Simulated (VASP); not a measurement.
# Sc3NbO2 (P-3m1) in VASP: relaxation of shape and atoms at fixed volume with PBE

Aim: the relaxation of shape and atoms at fixed volume of Sc3NbO2 with PBE.

All numbers are computed with VASP 6.6.1; they aren't measurements. Logs are shortened: lines on timing, memory, paths and dates and some standing lists are left out, and cuts for length are marked.

## (1) The cell of the first run

The structure is trigonal, space group P-3m1 (No. 164). Conventional cell: a = 3.242 Å, b = 3.242 Å, c = 10.496 Å, α = 90.00°, β = 90.00°, γ = 120.00°. Sc (site symmetry 3m) has 3 O at 2.38 Å and 3 Nb at 3.14 Å and 9 Sc at 3.24 to 3.31 Å within 3.4 Å. Within 3.0 Å of Sc (site symmetry -3m) lie 6 O at 2.26 Å. Nb (site symmetry -3m) has 6 Sc at 3.14 Å and 6 Nb at 3.24 Å within 4.1 Å. O (site symmetry 3m) has 6 Sc at 2.26 to 2.38 Å within 3.0 Å.

## (2) Relaxation of shape and atoms at fixed volume, PBE (15.92 Å³/atom)

INCAR reads:

```
SYSTEM = Sc3NbO2
PREC = Accurate ; ENCUT = 600
EDIFF = 1E-7 ; ISMEAR = 0
SIGMA = 0.1 ; LREAL = .FALSE.
LASPH = .TRUE. ; NELM = 80
ALGO = Normal ; ISIF = 4
LWAVE = .FALSE. ; LCHARG = .FALSE.
GGA = PE ; IBRION = 2
NSW = 50 ; EDIFFG = -0.01
```

KPOINTS reads:

```
regular mesh
0
G
  12 12 4
  0 0 0
```

POSCAR reads:

```
Sc3NbO2
1.0
    3.2419424008      0.0000000000      0.0000000000
   -1.6209712004      2.8076044767      0.0000000000
    0.0000000000      0.0000000000     10.4957678341
Sc Nb O
3 1 2
Direct
    0.6666666667      0.3333333333      0.2398507605
    0.3333333333      0.6666666667      0.7601492395
    0.0000000000      0.0000000000      0.5000000000
    0.0000000000      0.0000000000      0.0000000000
    0.6666666667      0.3333333333      0.6201186010
    0.3333333333      0.6666666667      0.3798813990
```

Potentials or basis: VASP PAW PBE potentials, release 64 (Sc_sv, Nb_sv, O).

On the command line:

```console
> cat potpaw_PBE.64/Sc_sv/POTCAR potpaw_PBE.64/Nb_sv/POTCAR potpaw_PBE.64/O/POTCAR > POTCAR
> mpirun -np 1 vasp_std > vasp.out
```

OUTCAR:

```text
SYSTEM = Sc3NbO2
   PREC = Accurate
   ENCUT = 600
   EDIFF = 1E-7
   ISMEAR = 0
   LREAL = .FALSE.
   LASPH = .TRUE.
   NELM = 80
   ISIF = 4
   GGA = PE
   IBRION = 2
   NSW = 50
   EDIFFG = -0.01

 ion  position               nearest neighbor table
   1  0.667  0.333  0.240-   6 2.38   6 2.38   6 2.38   4 3.14   4 3.14   4 3.14   3 3.31   3 3.31
                             3 3.31
   2  0.333  0.667  0.760-   5 2.38   5 2.38   5 2.38   4 3.14   4 3.14   4 3.14   3 3.31   3 3.31
                             3 3.31
   3  0.000  0.000  0.500-   5 2.26   6 2.26   5 2.26   6 2.26   5 2.26   6 2.26   1 3.31   2 3.31
                             2 3.31   1 3.31   1 3.31   2 3.31
   4  0.000  0.000  0.000-   1 3.14   2 3.14   1 3.14   2 3.14   1 3.14   2 3.14
   5  0.667  0.333  0.620-   3 2.26   3 2.26   3 2.26   2 2.38   2 2.38   2 2.38
   6  0.333  0.667  0.380-   3 2.26   3 2.26   3 2.26   1 2.38   1 2.38   1 2.38

  LATTYP: Found a hexagonal cell.
 ALAT       =     3.2419424008
 C/A-ratio  =     3.2374936185

  Lattice vectors:

 A1 = (   3.2419424008,   0.0000000000,   0.0000000000)
 A2 = (  -1.6209712004,   2.8076044767,   0.0000000000)
 A3 = (   0.0000000000,   0.0000000000,  10.4957678341)

Analysis of symmetry for initial positions (statically):
=====================================================================
 Subroutine PRICEL returns:
 Original cell was already a primitive cell.

 Routine SETGRP: Setting up the symmetry group for a
 hexagonal supercell.

 Subroutine GETGRP returns: Found 12 space group operations
 (whereof 12 operations were pure point group operations)
 out of a pool of 24 trial point group operations.

The static configuration has the point symmetry D_3d.

Analysis of symmetry for dynamics (positions and initial velocities):
=====================================================================
 Subroutine PRICEL returns:
 Original cell was already a primitive cell.

 Routine SETGRP: Setting up the symmetry group for a
 hexagonal supercell.

 Subroutine GETGRP returns: Found 12 space group operations
 (whereof 12 operations were pure point group operations)
 out of a pool of 24 trial point group operations.

The dynamic configuration has the point symmetry D_3d.

 Subroutine INISYM returns: Found 12 space group operations
 (whereof 12 operations are pure point group operations),
 and found     1 'primitive' translations

[... 111 lines left out ...]
   TEBEG  =    0.0;   TEEND  =   0.0 temperature during run
   PSTRESS=    0.0 pullay stress
   NELECT =      58.0000    total number of electrons
   NUPDOWN=      -1.0000    fix difference up-down
   EMIN   =  10.00;   EMAX   =-10.00  energy-range for DOS
   EFERMI =   0.00;   METHOD = LEGACY
   ISMEAR =     0;   SIGMA  =   0.10  broadening in eV -4-tet -1-fermi 0-gaus
   EFERMI_NEDOS =   21; number of points for ismear=-14 and -15
   IALGO  =     38    algorithm
   IMIX   =      4    mixing-type and parameters
     AMIX     =   0.40;   BMIX     =  1.00
     AMIX_MAG =   1.60;   BMIX_MAG =  1.00
  volume/ion in A,a.u.               =      15.92       107.45
  Fermi-wavevector in a.u.,A,eV,Ry     =   1.386221  2.619577 26.145058  1.921608
  Thomas-Fermi vector in A             =   2.510557
   LORBIT       =      0    0 simple, 1 ext, 2 COOP (PROOUT), +10 PAW based schemes
   GGA     = PE    functional components
   LHFCALC =     F    Hartree Fock is set to
   AEXX    =    0.0000 exact exchange contribution
   IVDW    =     0    specifies the selected vdW correction
   LEPSILON=     F    determine dielectric tensor
   LRPA    =     F    only Hartree local field effects (RPA)
 conjugate gradient relaxation of ions
 non-spin polarized calculation
 Gauss-broadening in eV      SIGMA  =   0.10
  energy-cutoff  :      600.00
  volume of cell :       95.53
 maximum number of plane-waves:      3224
 NGX is ok and might be reduce to    28
   NGX = 13   NGY = 13   NGZ = 41

--------------------------------------- Ionic step        1  -------------------------------------------

 number of electron      57.9999999 magnetization

 Free energy of the ion-electron system (eV)
  ---------------------------------------------------
  ext. energy  EPLUGINS =         0.00000000
  ---------------------------------------------------
  free energy    TOTEN  =       -50.08010067 eV

  energy without entropy =      -50.05605051  energy(sigma->0) =      -50.06807559

------------------------ aborting loop because EDIFF is reached ----------------------------------------

  FORCE on cell =-STRESS in cart. coord.  units (eV):
  Direction    XX          YY          ZZ          XY          YZ          ZX
  --------------------------------------------------------------------------------------
  -------------------------------------------------------------------------------------
  Total       -6.1467106     -6.1467106     -6.2206562     -0.0000000      0.0000000      0.0000000
  in kB     -103.0855789   -103.0855789   -104.3257096     -0.0000000      0.0000000      0.0000000
  external PRESSURE =    -103.4989558 kB  Pullay stress =       0.0000000 kB
[... 107 lines left out ...]
--------------------------------------- Ionic step        4  -------------------------------------------

 number of electron      57.9999998 magnetization

 Free energy of the ion-electron system (eV)
  ---------------------------------------------------
  ext. energy  EPLUGINS =         0.00000000
  ---------------------------------------------------
  free energy    TOTEN  =       -50.08151606 eV

  energy without entropy =      -50.05698292  energy(sigma->0) =      -50.06924949

 E-fermi :   6.5775     XC(G=0): -11.0823

 val. band max:        6.5771442289   @ k =   0.3333   0.3333   0.5000
 cond. band min:       6.5961382692   @ k =   0.2500   0.1667   0.0000
 fundamental gap:      0.0189940403
 Fermi energy:         6.5774637978

 k-point     1 :       0.0000    0.0000    0.0000
  band No.  band energies     occupation
      1     -48.3446      2.00000
      2     -43.9960      2.00000
      3     -43.1307      2.00000
      4     -43.1297      2.00000
      5     -24.4207      2.00000
      6     -24.1010      2.00000
[... 877 lines left out ...]
     33       7.6705      0.00000
     34       7.9308      0.00000

 [... further k-points ...]

------------------------ aborting loop because EDIFF is reached ----------------------------------------

  FORCE on cell =-STRESS in cart. coord.  units (eV):
  Direction    XX          YY          ZZ          XY          YZ          ZX
  --------------------------------------------------------------------------------------
  -------------------------------------------------------------------------------------
  Total       -6.1055531     -6.1055531     -6.0205721     -0.0000000      0.0000000     -0.0000000
  in kB     -102.3953328   -102.3953328   -100.9701289     -0.0000000      0.0000000     -0.0000000
  external PRESSURE =    -101.9202648 kB  Pullay stress =       0.0000000 kB
[... 21 lines left out ...]
  FREE ENERGIE OF THE ION-ELECTRON SYSTEM (eV)
  ---------------------------------------------------
  free  energy   TOTEN  =       -50.0815160600 eV

  energy  without entropy=      -50.0569829182  energy(sigma->0) =      -50.06924949

 reached required accuracy - stopping structural energy minimisation
```

Wall time 26 min (1 thread of Intel Xeon 8259CL, shared host); peak memory 0.44 GiB.

Results:

```
Free energy                  : -50.0815 eV
Energy gained by relaxing    : 0.2 meV/atom
Ionic steps                  : 4
Pressure after relaxing      : -10.2 GPa
Largest force after relaxing : 0.003 eV/Å
Band gap on the k mesh       : zero (bands 29 and 30 overlap by 0.78 eV)
```

Forces on the atoms (eV/Å):
```
Sc   0.000  0.000 -0.002
Sc   0.000  0.000  0.002
Sc   0.000  0.000  0.000
Nb   0.000  0.000  0.000
O    0.000  0.000 -0.003
O    0.000  0.000  0.003
```

Stress tensor (GPa, compression positive):
```
-10.24   0.00   0.00
  0.00 -10.24   0.00
  0.00   0.00 -10.10
```

The path:
```tsv
step	energy change (eV)	largest force (eV/Å)	pressure (GPa)	volume (Å³)
1	0.0000	0.0910	-10.35	95.53
2	-0.0007	0.0637	-10.30	95.53
3	-0.0014	0.0137	-10.21	95.53
4	-0.0014	0.0032	-10.19	95.53
```

Final structure:
```
Sc Nb O
1.0
     3.24401    0.00000    0.00000
    -1.62200    2.80939    0.00000
     0.00000    0.00000   10.48240
Sc Nb O
3 1 2
Direct
  0.66667 0.33333 0.23952
  0.33333 0.66667 0.76048
  0.00000 0.00000 0.50000
  0.00000 0.00000 0.00000
  0.66667 0.33333 0.61877
  0.33333 0.66667 0.38123
```
